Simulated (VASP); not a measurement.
Input of a VASP 6.6.1 run:

File INCAR:

```
  PREC = Accurate
  ENCUT = 520
  EDIFF = 1E-6
  ISMEAR = 0
  SIGMA = 0.01
  LREAL = F
  LASPH = T
  NELM = 60
  ALGO = Normal
  ISIF = 2
  LWAVE = F
  LCHARG = F
  GGA = PE
  NBANDS = 19
```

Contents of KPOINTS:

```
Automatic mesh
0
Gamma
  6 6 6
```

Contents of POSCAR:

```
SrCl2
1.0
    0.0000000000      3.4977180860      3.4977180860
    3.4977180860      0.0000000000      3.4977180860
    3.4977180860      3.4977180860      0.0000000000
Sr Cl
1 2
Direct
    0.0000000000      0.0000000000      0.0000000000
    0.2500000000      0.2500000000      0.2500000000
    0.7500000000      0.7500000000      0.7500000000
```

Potentials or basis: VASP PAW PBE potentials, release 64 (Sr_sv, Cl).

The run is started by

```bash
$ cat potpaw_PBE.64/Sr_sv/POTCAR potpaw_PBE.64/Cl/POTCAR > POTCAR
$ mpirun -np 1 vasp_std > vasp.out
```

(1) What does it give for the band gap on the k mesh?

(2) Estimate the pressure.

Answers

(1) 5.31 eV (least direct gap 5.51 eV).

(2) 0.8 GPa.

Caveat: the structure was generated, so it needn't be the stable form of SrCl2.
